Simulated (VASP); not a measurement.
Input of a VASP 6.6.1 run:

Contents of INCAR:

```
PREC = Accurate
ENCUT = 400
EDIFF = 1E-8
ISMEAR = -1
SIGMA = 0.05
LREAL = False
LASPH = True
NELM = 120
ALGO = Normal
ISIF = 2
LWAVE = False
LCHARG = False
GGA = PS
LEFG = True
NBANDS = 18
GGA_COMPAT = False
```

KPOINTS

```
Automatic mesh
0
Gamma
  12 12 12
```

Contents of POSCAR:

```
ScPd
1.0
    3.2939070569      0.0000000000      0.0000000000
    0.0000000000      3.2939070569      0.0000000000
    0.0000000000      0.0000000000      3.2939070569
Sc Pd
1 1
Direct
    0.5000000000      0.5000000000      0.5000000000
    0.0000000000      0.0000000000      0.0000000000
```

Potentials or basis: VASP PAW PBE potentials, release 64 (Sc_sv, Pd).

Command:

```sh
$ cat potpaw_PBE.64/Sc_sv/POTCAR potpaw_PBE.64/Pd/POTCAR > POTCAR
$ mpirun -np 1 vasp_std > vasp.out
```

Estimate the pressure.

-2.9 GPa.

Caveat: without QUAD_EFG the Cq values of the log hold for a quadrupole moment of 1 mb, not for the nuclei; the PAW data sets were made with another functional, which shifts forces and pressure a little.
